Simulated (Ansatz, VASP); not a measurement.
# One calculation of In2O3, two programs

Contents of INCAR:

```
SYSTEM = In2O3
ALGO = Normal
EDIFF = 1E-6
ENCUT = 520
GGA = PE
ISIF = 2
ISMEAR = -1
LASPH = .TRUE.
LCHARG = .FALSE.
LREAL = .FALSE.
LWAVE = .FALSE.
NBANDS = 55
NELM = 100
PREC = Accurate
SIGMA = 0.02
```

KPOINTS

```
k-points
0
G
  6 6 6
  0 0 0
```

POSCAR

```
In2O3
1.0
    2.7262828291      1.5740201252      4.8057967683
   -2.7262828291      1.5740201252      4.8057967683
    0.0000000000     -3.1480402506      4.8057967682
In O
4 6
Direct
    0.8574230602      0.8574230602      0.8574230602
    0.3574230602      0.3574230602      0.3574230602
    0.1425769398      0.1425769398      0.1425769398
    0.6425769398      0.6425769398      0.6425769398
    0.4537682870      0.0462317130      0.7500000000
    0.0462317130      0.7500000000      0.4537682870
    0.5462317130      0.9537682870      0.2500000000
    0.2500000000      0.5462317130      0.9537682870
    0.9537682870      0.2500000000      0.5462317130
    0.7500000000      0.4537682870      0.0462317130
```

Input for Ansatz:

```yaml
crystal:
  lattice:
    - [2.7262828291, 1.5740201252, 4.8057967683]
    - [-2.7262828291, 1.5740201252, 4.8057967683]
    - [0.0, -3.1480402506, 4.8057967682]
  atoms:
    - { symbol: In, position: [0.8574230602, 0.8574230602, 0.8574230602] }
    - { symbol: In, position: [0.3574230602, 0.3574230602, 0.3574230602] }
    - { symbol: In, position: [0.1425769398, 0.1425769398, 0.1425769398] }
    - { symbol: In, position: [0.6425769398, 0.6425769398, 0.6425769398] }
    - { symbol: O, position: [0.453768287, 0.046231713, 0.75] }
    - { symbol: O, position: [0.046231713, 0.75, 0.453768287] }
    - { symbol: O, position: [0.546231713, 0.953768287, 0.25] }
    - { symbol: O, position: [0.25, 0.546231713, 0.953768287] }
    - { symbol: O, position: [0.953768287, 0.25, 0.546231713] }
    - { symbol: O, position: [0.75, 0.453768287, 0.046231713] }
kpoints:
  mp_grid: { grid: [6, 6, 6] }
  band_path:
    path:
      - [0.0, 0.0, 0.0]
      - [0.5, 0.5, 0.5]
      - [0.7618181098, 0.2381818902, 0.5]
      - [0.5, -0.2381818902, 0.2381818902]
      - [0.5, 0.0, 0.0]
      - [0.3690909451, -0.3690909451, 0.0]
      - [0.6309090549, 0.0, 0.3690909451]
      - [0.5, 0.0, 0.5]
      - [0.03125, 0.03125, 0.322917]
    npoints: 1
hamiltonian:
  xc: pbe
scf:
  occupations: { method: fermi_dirac, width: 0.02 }
  n_extra_bands: 6
output:
  forces: true
  stress: true
  eigenvalues: true
```

Change from the starting cell: hydrostatic strain -1.0%.

Alike in both runs: task single point; functional PBE; k mesh 6 × 6 × 6; occupations fermi-dirac, width 0.02 eV; no spin polarisation.

|  | VASP | Ansatz |
| --- | --- | --- |
| version | VASP 6.6.1 | Ansatz 0.2.0 |
| potentials or method | VASP PAW PBE potentials, release 64 (In_d, O) | plane waves, PAW |
| plane-wave cutoff (eV) | 520 | 420 |
| valence electrons in the cell | 88 | 88 |

```csv
,VASP,Ansatz,Ansatz less VASP
gap on the k mesh at the Fermi level (eV),1.42,1.43,+0.008
pressure (GPa),12.8,12.2,-0.56
"traceless stress, the component that is largest in VASP (GPa)",-1.33,-1.21,+0.117
rms of the force components (eV/Å),0.038,0.041,+0.0034
```

Atom by atom the forces differ by 0.006 eV/Å (rms over components).
